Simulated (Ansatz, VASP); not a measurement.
# CuO: VASP beside Ansatz

```
CELL_PARAMETERS angstrom
-1.50089 1.50089 2.12112
1.50089 -1.50089 2.12112
1.50089 1.50089 -2.12112
ATOMIC_POSITIONS crystal
Cu 0.50000 0.50000 0.00000
O 0.00000 0.00000 0.00000
```

Alike in both runs: functional PBE; k mesh 26 × 26 × 26; occupations gaussian, width 0.1 eV; no spin polarisation.

Ansatz relaxed the structure, and its values are those at the end. VASP's run is a single point on that final structure, the one shown.

|  | VASP | Ansatz |
| --- | --- | --- |
| version | VASP 6.6.1 | Ansatz 0.2.0 |
| potentials or method | VASP PAW PBE potentials, release 64 (Cu, O), cutoff 520 eV | scalar-relativistic, plane waves, PAW |
| valence electrons in the cell | 17 | 25 |

Ansatz gave:

| Item | Value |
| --- | --- |
| gap on the k mesh at the Fermi level (eV) | none |
| pressure (GPa) | 0.0 |

Problem. Estimate VASP's values.

Solution. gap on the k mesh at the Fermi level (eV): none; pressure (GPa): 0.2.

A gap of «none» marks a metal or a gap that the smearing closes. The functional is the same, so the differences come from potentials, cutoffs and numerics. VASP's potentials hold 17 valence electrons a cell and Ansatz's 25, so a difference there can come from the potentials and not from the codes.
